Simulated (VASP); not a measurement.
# Ca31TaO32 (a cell with a defect) in VASP: notebook

Ca31TaO32 (a cell with a defect) is run at these levels: PBEsol; tasks: single point.

Program: VASP 6.6.1. These are calculated values, not measurements. Logs are shortened: lines on timing, memory, paths and dates and some standing lists are left out, and cuts for length are marked.

## (1) The cell of the first run

The cell holds a defect, 64 atoms: a = 9.535 Å, b = 9.535 Å, c = 9.535 Å, α = 90.00°, β = 90.00°, γ = 90.00°.

## (2) Single point, PBEsol

Contents of INCAR:

```
SYSTEM = Ca31TaO32
PREC     = Accurate       ! precision mode
ENCUT    = 520            ! plane-wave cutoff, eV
EDIFF    = 1E-6           ! SCF threshold, eV
ISMEAR   = -1             ! smearing method
SIGMA    = 0.05           ! smearing width, eV
LREAL    = Auto         
LASPH    = .True.         ! aspherical terms in the spheres
NELM     = 120            ! most SCF steps
ALGO     = Normal         ! electronic algorithm
ISIF     = 2              ! what is computed and relaxed
LWAVE    = .False.        ! write WAVECAR
LCHARG   = .False.        ! write CHGCAR
GGA      = PS             ! functional
NBANDS   = 294            ! bands
NELECT   = 510.0        
ISYM     = -1           
GGA_COMPAT= .False.
```

Contents of KPOINTS:

```
explicit points
1
Reciprocal
  0.25000000   0.25000000   0.25000000 1
```

Contents of POSCAR:

```
Ca31TaO32
1.0
    9.5352000000      0.0000000000      0.0000000000
    0.0000000000      9.5352000000      0.0000000000
    0.0000000000      0.0000000000      9.5352000000
O Ca Ta
32 31 1
Direct
    0.2524750000      0.0002310000      0.9997010000
    0.2560510000      0.0002790000      0.4997020000
    0.2560430000      0.5002410000      0.9997430000
    0.2870440000      0.5002360000      0.4997060000
    0.7486990000      0.0002420000      0.9997150000
    0.7451210000      0.0002110000      0.4997140000
    0.7451180000      0.5002530000      0.9996750000
    0.7141640000      0.5002390000      0.4996930000
    0.0005830000      0.2521280000      0.9997140000
    0.0006180000      0.2557210000      0.4997160000
    0.0005860000      0.7483560000      0.9997190000
    0.0005490000      0.7447890000      0.4997220000
    0.5005780000      0.2557070000      0.9997580000
    0.5005800000      0.2866570000      0.4997110000
    0.5005940000      0.7447820000      0.9996810000
    0.5006030000      0.7137800000      0.4996990000
    0.0005890000      0.0002330000      0.2515940000
    0.0005880000      0.0002400000      0.7478210000
    0.0006200000      0.5002410000      0.2551860000
    0.0005510000      0.5002590000      0.7442570000
    0.5005820000      0.0002830000      0.2551680000
    0.5005890000      0.0002210000      0.7442440000
    0.5005960000      0.5002340000      0.2861450000
    0.5005950000      0.5002250000      0.7132660000
    0.2527520000      0.2524130000      0.2518810000
    0.2528010000      0.2524490000      0.7474930000
    0.2527960000      0.7480230000      0.2519200000
    0.2528180000      0.7480150000      0.7474860000
    0.7483840000      0.2524530000      0.2519250000
    0.7483740000      0.2524630000      0.7475000000
    0.7483830000      0.7480410000      0.2519300000
    0.7484070000      0.7480670000      0.7475380000
    0.0005890000      0.0002440000      0.9997180000
    0.0005850000      0.0002490000      0.4997080000
    0.0005810000      0.5002430000      0.9997080000
    0.0005470000      0.5002650000      0.4997020000
    0.5005870000      0.0002330000      0.9997110000
    0.5005910000      0.0003400000      0.4997020000
    0.5005770000      0.5002610000      0.9996990000
    0.2492290000      0.2488860000      0.9997000000
    0.2474900000      0.2471750000      0.4996690000
    0.2492460000      0.7515740000      0.9997090000
    0.2475420000      0.7533200000      0.4997080000
    0.7519190000      0.2489180000      0.9997190000
    0.7536590000      0.2471870000      0.4997090000
    0.7519480000      0.7516070000      0.9997230000
    0.7536490000      0.7533400000      0.4997470000
    0.2492310000      0.0002330000      0.2483450000
    0.2492540000      0.0002410000      0.7510420000
    0.2474970000      0.5002160000      0.2466230000
    0.2475150000      0.5002540000      0.7527560000
    0.7519160000      0.0002470000      0.2483780000
    0.7519470000      0.0002560000      0.7510730000
    0.7536530000      0.5002550000      0.2466380000
    0.7536620000      0.5002920000      0.7527930000
    0.0005780000      0.2488870000      0.2483530000
    0.0005780000      0.2489130000      0.7510400000
    0.0005880000      0.7515820000      0.2483800000
    0.0005930000      0.7516110000      0.7510670000
    0.5005500000      0.2471710000      0.2466140000
    0.5005910000      0.2471800000      0.7527900000
    0.5005910000      0.7533150000      0.2466560000
    0.5006240000      0.7533340000      0.7527860000
    0.5005940000      0.5002310000      0.4997030000
```

Potentials or basis: VASP PAW PBE potentials, release 64 (O, Ca_sv, Ta_pv).

The run is started by

```bash
$ cat potpaw_PBE.64/O/POTCAR potpaw_PBE.64/Ca_sv/POTCAR potpaw_PBE.64/Ta_pv/POTCAR > POTCAR
$ mpirun -np 1 vasp_std > vasp.out
```

OUTCAR:

```text
SYSTEM = Ca31TaO32
   PREC = Accurate
   ENCUT = 520
   EDIFF = 1E-6
   ISMEAR = -1
   LREAL = Auto
   LASPH = .True.
   NELM = 120
   ISIF = 2
   GGA = PS
   NELECT = 510.0
   ISYM = -1

 ion  position               nearest neighbor table
   1  0.252  0.000  1.000-  37 2.37  48 2.37  40 2.37  42 2.37  49 2.37  33 2.40
   2  0.256  0.000  0.500-  38 2.33  41 2.36  43 2.36  49 2.40  48 2.40  34 2.44
   3  0.256  0.500  1.000-  39 2.33  50 2.36  51 2.36  42 2.40  40 2.40  35 2.44
   4  0.287  0.500  0.500-  64 2.04  51 2.44  41 2.44  43 2.44  50 2.44
   5  0.749  0.000  1.000-  37 2.37  46 2.37  53 2.37  52 2.37  44 2.37  33 2.40
   6  0.745  0.000  0.500-  38 2.33  47 2.36  45 2.36  52 2.40  53 2.40  34 2.44
   7  0.745  0.500  1.000-  39 2.33  55 2.36  54 2.36  44 2.40  46 2.40  35 2.44
   8  0.714  0.500  0.500-  64 2.04  45 2.44  54 2.44  47 2.44  55 2.44
   9  0.001  0.252  1.000-  35 2.37  56 2.37  40 2.37  44 2.37  57 2.37  33 2.40
  10  0.001  0.256  0.500-  36 2.33  41 2.36  45 2.36  57 2.40  56 2.40  34 2.44
  11  0.001  0.748  1.000-  35 2.37  46 2.37  59 2.37  42 2.37  58 2.37  33 2.40
  12  0.001  0.745  0.500-  36 2.33  47 2.36  43 2.36  58 2.40  59 2.40  34 2.44
  13  0.501  0.256  1.000-  39 2.33  60 2.36  61 2.36  44 2.40  40 2.40  37 2.44
  14  0.501  0.287  0.500-  64 2.04  45 2.44  61 2.44  41 2.44  60 2.44
  15  0.501  0.745  1.000-  39 2.33  63 2.36  62 2.36  42 2.40  46 2.40  37 2.44
  16  0.501  0.714  0.500-  64 2.04  62 2.44  47 2.44  43 2.44  63 2.44
  17  0.001  0.000  0.252-  34 2.37  48 2.37  58 2.37  56 2.37  52 2.37  33 2.40
  18  0.001  0.000  0.748-  34 2.37  59 2.37  53 2.37  49 2.37  57 2.37  33 2.40
  19  0.001  0.500  0.255-  36 2.33  50 2.36  54 2.36  58 2.40  56 2.40  35 2.44
  20  0.001  0.500  0.744-  36 2.33  55 2.36  51 2.36  57 2.40  59 2.40  35 2.44
  21  0.501  0.000  0.255-  38 2.33  60 2.36  62 2.36  52 2.40  48 2.40  37 2.44
  22  0.501  0.000  0.744-  38 2.33  63 2.36  61 2.36  49 2.40  53 2.40  37 2.44
  23  0.501  0.500  0.286-  64 2.04  54 2.44  60 2.44  62 2.44  50 2.44
  24  0.501  0.500  0.713-  64 2.04  61 2.44  55 2.44  51 2.44  63 2.44
  25  0.253  0.252  0.252-  41 2.36  60 2.36  50 2.36  56 2.40  48 2.41  40 2.41
  26  0.253  0.252  0.747-  61 2.36  51 2.36  41 2.36  40 2.41  49 2.41  57 2.41
  27  0.253  0.748  0.252-  43 2.36  62 2.36  50 2.36  58 2.41  48 2.41  42 2.41
  28  0.253  0.748  0.747-  51 2.36  43 2.36  63 2.36  42 2.41  59 2.41  49 2.41
  29  0.748  0.252  0.252-  45 2.36  54 2.36  60 2.36  56 2.41  44 2.41  52 2.41
  30  0.748  0.252  0.748-  61 2.36  45 2.36  55 2.36  57 2.41  53 2.41  44 2.41
  31  0.748  0.748  0.252-  54 2.36  62 2.36  47 2.36  58 2.41  52 2.41  46 2.41
  32  0.748  0.748  0.748-  55 2.36  63 2.36  47 2.36  46 2.41  59 2.41  53 2.41
  33  0.001  0.000  1.000-  17 2.40   9 2.40   1 2.40  11 2.40   5 2.40  18 2.40
  34  0.001  0.000  0.500-  18 2.37  17 2.37  12 2.44   6 2.44   2 2.44  10 2.44
  35  0.001  0.500  1.000-  11 2.37   9 2.37  20 2.44   3 2.44   7 2.44  19 2.44
  36  0.001  0.500  0.500-  19 2.33  12 2.33  10 2.33  20 2.33
  37  0.501  0.000  1.000-   5 2.37   1 2.37  15 2.44  21 2.44  22 2.44  13 2.44
  38  0.501  0.000  0.500-   6 2.33  21 2.33   2 2.33  22 2.33
  39  0.501  0.500  1.000-  15 2.33   3 2.33   7 2.33  13 2.33
  40  0.249  0.249  1.000-   9 2.37   1 2.37  13 2.40   3 2.40  25 2.41  26 2.41
  41  0.247  0.247  0.500-  10 2.36   2 2.36  25 2.36  26 2.36   4 2.44  14 2.44
  42  0.249  0.752  1.000-   1 2.37  11 2.37   3 2.40  15 2.40  27 2.41  28 2.41
  43  0.248  0.753  0.500-   2 2.36  12 2.36  28 2.36  27 2.36  16 2.44   4 2.44
  44  0.752  0.249  1.000-   9 2.37   5 2.37   7 2.40  13 2.40  29 2.41  30 2.41
  45  0.754  0.247  0.500-  10 2.36   6 2.36  29 2.36  30 2.36   8 2.44  14 2.44
[... 17 lines left out ...]
  63  0.501  0.753  0.753-  22 2.36  15 2.36  32 2.36  28 2.36  16 2.44  24 2.44
  64  0.501  0.500  0.500-  16 2.04   4 2.04  23 2.04  24 2.04   8 2.04  14 2.04

IMPORTANT INFORMATION: All symmetrisations will be switched off!
NOSYMM: (Re-)initialisation of all symmetry stuff for point group C_1.

----------------------------------------------------------------------------------------

                                     Primitive cell

  volume of cell :     866.9408

  direct lattice vectors                    reciprocal lattice vectors
     9.535200000  0.000000000  0.000000000     0.104874570  0.000000000  0.000000000
     0.000000000  9.535200000  0.000000000     0.000000000  0.104874570  0.000000000
     0.000000000  0.000000000  9.535200000     0.000000000  0.000000000  0.104874570

  length of vectors
     9.535200000  9.535200000  9.535200000     0.104874570  0.104874570  0.104874570

  position of ions in fractional coordinates (direct lattice)
     0.252475000  0.000231000  0.999701000
     0.256051000  0.000279000  0.499702000
     0.256043000  0.500241000  0.999743000
     0.287044000  0.500236000  0.499706000
[... 36 lines left out ...]
   NGXF,Y,Z  is equivalent  to a cutoff of  25.11, 25.11, 25.11 a.u.
 SYSTEM =  Ca31TaO32
   PREC   = accura    normal or accurate (medium, high low for compatibility)
   ISTART =      0    job   : 0-new  1-cont  2-samecut
   ICHARG =      2    charge: 1-file 2-atom 10-const
   ISPIN  =      1    spin polarized calculation?
   LNONCOLLINEAR =      F non collinear calculations
   LSORBIT =      F    spin-orbit coupling
   LASPH  =      T    aspherical Exc in radial PAW
   ENCUT  =  520.0 eV  38.22 Ry    6.18 a.u.  17.73 17.73 17.73*2*pi/ulx,y,z
   NELM   =    120;   NELMIN=  2; NELMDL= -5     # of ELM steps
   EDIFF  = 0.1E-05   stopping-criterion for ELM
   LREAL  =      T    real-space projection
   EDIFFG = 0.1E-04   stopping-criterion for IOM
   NSW    =      0    number of steps for IOM
   IBRION =     -1    ionic relax: 0-MD 1-quasi-New 2-CG
   NFREE  =      0    steps in history (QN), initial steepest desc. (CG)
   ISIF   =      2    stress and relaxation
   ISYM   =     -1    0-nonsym 1-usesym 2-fastsym
   POTIM  = 0.5000    time-step for ionic-motion
   TEBEG  =    0.0;   TEEND  =   0.0 temperature during run
   PSTRESS=    0.0 pullay stress
   NELECT =     510.0000    total number of electrons
   NUPDOWN=      -1.0000    fix difference up-down
   EMIN   =  10.00;   EMAX   =-10.00  energy-range for DOS
   EFERMI =   0.00;   METHOD = LEGACY
   ISMEAR =    -1;   SIGMA  =   0.05  broadening in eV -4-tet -1-fermi 0-gaus
   EFERMI_NEDOS =   21; number of points for ismear=-14 and -15
   IALGO  =     38    algorithm
   IMIX   =      4    mixing-type and parameters
     AMIX     =   0.40;   BMIX     =  1.00
     AMIX_MAG =   1.60;   BMIX_MAG =  1.00
  volume/ion in A,a.u.               =      13.55        91.41
  Fermi-wavevector in a.u.,A,eV,Ry     =   1.371729  2.592193 25.601284  1.881641
  Thomas-Fermi vector in A             =   2.497400
   LORBIT       =      0    0 simple, 1 ext, 2 COOP (PROOUT), +10 PAW based schemes
   GGA     = PS    functional components
   LHFCALC =     F    Hartree Fock is set to
   AEXX    =    0.0000 exact exchange contribution
   IVDW    =     0    specifies the selected vdW correction
   LEPSILON=     F    determine dielectric tensor
   LRPA    =     F    only Hartree local field effects (RPA)
 non-spin polarized calculation
  energy-cutoff  :      520.00
  volume of cell :      866.94
 maximum number of plane-waves:     23336
 NGX is ok and might be reduce to    70
   NGX = 35   NGY = 35   NGZ = 35

 number of electron     509.9999899 magnetization

 Free energy of the ion-electron system (eV)
  ---------------------------------------------------
  ext. energy  EPLUGINS =         0.00000000
  ---------------------------------------------------
  free energy    TOTEN  =      -452.59997150 eV

  energy without entropy =     -452.59997150  energy(sigma->0) =     -452.59997150

 E-fermi :   3.5613     XC(G=0): -10.8266

 val. band max:        2.2457119487   @ k =   0.2500   0.2500   0.2500
 cond. band min:       6.0002019559   @ k =   0.2500   0.2500   0.2500
 fundamental gap:      3.7544900072
 Fermi energy:         3.5612648338

 k-point     1 :       0.2500    0.2500    0.2500
  band No.  band energies     occupation
      1     -35.3550      2.00000
      2     -35.3538      2.00000
      3     -35.3537      2.00000
      4     -34.9169      2.00000
      5     -34.9001      2.00000
      6     -34.9000      2.00000
[... 259 lines left out ...]
    266       7.5693      0.00000
    267       7.6875      0.00000
 [bands above 267 left out]

------------------------ aborting loop because EDIFF is reached ----------------------------------------

  FORCE on cell =-STRESS in cart. coord.  units (eV):
  Direction    XX          YY          ZZ          XY          YZ          ZX
  --------------------------------------------------------------------------------------
  -------------------------------------------------------------------------------------
  Total      -20.2033840    -20.2008227    -20.2018603     -0.2423096     -0.2440964     -0.2560758
  in kB      -37.3375039    -37.3327704    -37.3346880     -0.4478080     -0.4511101     -0.4732490
  external PRESSURE =     -37.3349874 kB  Pullay stress =       0.0000000 kB

 VOLUME and BASIS-vectors are now :
 -----------------------------------------------------------------------------
  energy-cutoff  :      520.00
  volume of cell :      866.94
      direct lattice vectors                 reciprocal lattice vectors
     9.535200000  0.000000000  0.000000000     0.104874570  0.000000000  0.000000000
     0.000000000  9.535200000  0.000000000     0.000000000  0.104874570  0.000000000
     0.000000000  0.000000000  9.535200000     0.000000000  0.000000000  0.104874570

 POSITION                                       TOTAL-FORCE (eV/Angst)
 -----------------------------------------------------------------------------------
      2.40740      0.00220      9.53235        -0.005656      0.001170     -0.001137
      2.44150      0.00266      4.76476        -0.011665      0.000417      0.000053
      2.44142      4.76990      9.53275        -0.011390     -0.000234      0.000056
      2.73702      4.76985      4.76480        -0.039140     -0.000001      0.001852
      7.13899      0.00231      9.53248         0.002146     -0.000166     -0.000787
      7.10488      0.00201      4.76487         0.012368     -0.000040      0.001420
[... 56 lines left out ...]
      4.77355      7.18319      7.17797        -0.000005     -0.008313     -0.008370
      4.77326      4.76980      4.76477         0.000239      0.000611      0.000446
 -----------------------------------------------------------------------------------
    total drift:                               -0.004083     -0.000782      0.002091

  FREE ENERGIE OF THE ION-ELECTRON SYSTEM (eV)
  ---------------------------------------------------
  free  energy   TOTEN  =      -452.5999714988 eV

  energy  without entropy=     -452.5999714988  energy(sigma->0) =     -452.59997150
```

Wall time 11 min (1 thread of Intel Xeon Platinum 8259CL at 2.50GHz (Skylake/Cascade Lake), shared host); peak memory 0.84 GiB.

What came out:

```
Free energy   : -452.6000 eV
Largest force : 0.039 eV/Å
```

Forces on the atoms (eV/Å):
```
O   -0.006  0.001 -0.001
O   -0.012  0.000  0.000
O   -0.011  0.000  0.000
O   -0.039  0.000  0.002
O    0.002  0.000 -0.001
O    0.012  0.000  0.001
O    0.012 -0.001  0.002
O    0.037 -0.001  0.001
O    0.001 -0.005 -0.001
O    0.000 -0.012 -0.001
O    0.001  0.003  0.000
O    0.000  0.012  0.000
O    0.001 -0.011 -0.001
O    0.000 -0.037  0.000
O    0.000  0.012 -0.001
O   -0.001  0.036 -0.001
O    0.001  0.001 -0.003
O    0.001  0.001  0.005
O    0.000  0.000 -0.013
O    0.000  0.000  0.011
O   -0.001  0.000 -0.012
O    0.001 -0.001  0.011
O    0.001  0.001 -0.035
O   -0.002  0.001  0.037
O   -0.002 -0.001 -0.002
O   -0.003 -0.001  0.002
O   -0.002  0.002 -0.003
O   -0.003  0.004  0.003
O    0.002 -0.003 -0.002
O    0.003 -0.002  0.002
O    0.001  0.004 -0.004
O    0.003  0.002  0.003
Ca   0.000  0.000 -0.001
Ca   0.001  0.000  0.000
Ca   0.001  0.000  0.000
Ca   0.001  0.000  0.001
Ca   0.000  0.001  0.000
Ca   0.000 -0.001  0.000
Ca   0.001 -0.001  0.000
Ca   0.000  0.000  0.000
Ca   0.008  0.008  0.001
Ca   0.001 -0.001  0.000
Ca   0.007 -0.009  0.000
Ca   0.000  0.000  0.000
Ca  -0.008  0.008  0.000
Ca   0.000 -0.001  0.000
Ca  -0.007 -0.008  0.000
Ca   0.000  0.000  0.001
Ca   0.000  0.001 -0.001
Ca   0.008 -0.001  0.009
Ca   0.008 -0.001 -0.007
Ca   0.000  0.000  0.000
Ca   0.000  0.000  0.000
Ca  -0.008  0.000  0.008
Ca  -0.008 -0.001 -0.008
Ca   0.000  0.000  0.000
Ca   0.001  0.001  0.000
Ca   0.000  0.000  0.001
Ca   0.000 -0.001  0.000
Ca   0.000  0.008  0.008
Ca  -0.001  0.008 -0.008
Ca   0.000 -0.008  0.008
Ca   0.000 -0.008 -0.008
Ta   0.000  0.001  0.000
```

Levels at points of the mesh, in eV from the Fermi level:
| k point | band 252 | band 253 | band 254 | band 255 | band 256 | band 257 | band 258 | band 259 |
| --- | --- | --- | --- | --- | --- | --- | --- | --- |
| (0.25, 0.25, 0.25) | -1.48 | -1.47 | -1.32 | -1.32 | 2.44 | 2.44 | 2.44 | 3.15 |

Caveat: the cell carries a net charge on a neutralising background, which shifts energy and pressure; the cell is charged against a uniform background, so pressure and absolute levels hang on convention; the PAW data sets were made with another functional, which shifts forces and pressure a little; spin-orbit coupling is left out, which moves the levels of the heavy elements.

## (3) Single point, PBEsol

INCAR is that of step 2.

KPOINTS is that of step 2.

Edit POSCAR of step 2 so:

```diff
@@ -67,3 +67,3 @@
     0.0005930000      0.7516110000      0.7510670000
-    0.5005500000      0.2471710000      0.2466140000
+    0.5005500000      0.2471720000      0.2466140000
     0.5005910000      0.2471800000      0.7527900000
```

Potentials or basis: VASP PAW PBE potentials, release 64 (O, Ca_sv, Ta_pv).

The run is started by

```bash
$ cat potpaw_PBE.64/O/POTCAR potpaw_PBE.64/Ca_sv/POTCAR potpaw_PBE.64/Ta_pv/POTCAR > POTCAR
$ mpirun -np 1 vasp_std > vasp.out
```

It took 12 min on 1 thread of Intel Xeon Platinum 8259CL at 2.50GHz (Skylake/Cascade Lake), shared host; peak memory 0.84 GiB.

It converged, with:

| Property | Result |
| --- | --- |
| Free energy | -452.6000 eV |
| Largest force | 0.039 eV/Å |

Forces on the atoms (eV/Å):
```
O   -0.006  0.001 -0.001
O   -0.012  0.000  0.000
O   -0.011  0.000  0.000
O   -0.039  0.000  0.002
O    0.002  0.000 -0.001
O    0.012  0.000  0.001
O    0.012 -0.001  0.002
O    0.037 -0.001  0.001
O    0.001 -0.005 -0.001
O    0.000 -0.012 -0.001
O    0.001  0.003  0.000
O    0.000  0.012  0.000
O    0.001 -0.011 -0.001
O    0.000 -0.037  0.000
O    0.000  0.012 -0.001
O   -0.001  0.036 -0.001
O    0.001  0.001 -0.003
O    0.001  0.001  0.005
O    0.000  0.000 -0.013
O    0.000  0.000  0.011
O   -0.001  0.000 -0.012
O    0.001 -0.001  0.011
O    0.001  0.001 -0.035
O   -0.002  0.001  0.037
O   -0.002 -0.001 -0.002
O   -0.003 -0.001  0.002
O   -0.002  0.002 -0.003
O   -0.003  0.004  0.003
O    0.002 -0.003 -0.002
O    0.003 -0.002  0.002
O    0.001  0.004 -0.004
O    0.003  0.002  0.003
Ca   0.000  0.000 -0.001
Ca   0.001  0.000  0.000
Ca   0.001  0.000  0.000
Ca   0.001  0.000  0.001
Ca   0.000  0.001  0.000
Ca   0.000 -0.001  0.000
Ca   0.001 -0.001  0.000
Ca   0.000  0.000  0.000
Ca   0.008  0.008  0.001
Ca   0.001  0.000  0.000
Ca   0.007 -0.009  0.000
Ca   0.000  0.000  0.000
Ca  -0.008  0.008  0.000
Ca   0.000 -0.001  0.000
Ca  -0.007 -0.008  0.000
Ca   0.000  0.000  0.001
Ca   0.000  0.001 -0.001
Ca   0.008 -0.001  0.009
Ca   0.008 -0.001 -0.007
Ca   0.000  0.000  0.000
Ca   0.000  0.000  0.000
Ca  -0.008  0.000  0.008
Ca  -0.008 -0.001 -0.008
Ca   0.000  0.000  0.000
Ca   0.001  0.001  0.000
Ca   0.000  0.000  0.001
Ca   0.000 -0.001  0.000
Ca   0.000  0.008  0.008
Ca  -0.001  0.008 -0.008
Ca   0.000 -0.008  0.008
Ca   0.000 -0.008 -0.008
Ta   0.000  0.001  0.000
```

Levels at points of the mesh, in eV from the Fermi level:
```tsv
k point	band 252	band 253	band 254	band 255	band 256	band 257	band 258	band 259
(0.25, 0.25, 0.25)	-1.48	-1.47	-1.32	-1.32	2.44	2.44	2.44	3.15
```

Caveat: the cell carries a net charge on a neutralising background, which shifts energy and pressure; the cell is charged against a uniform background, so pressure and absolute levels hang on convention; the PAW data sets were made with another functional, which shifts forces and pressure a little; spin-orbit coupling is left out, which moves the levels of the heavy elements.
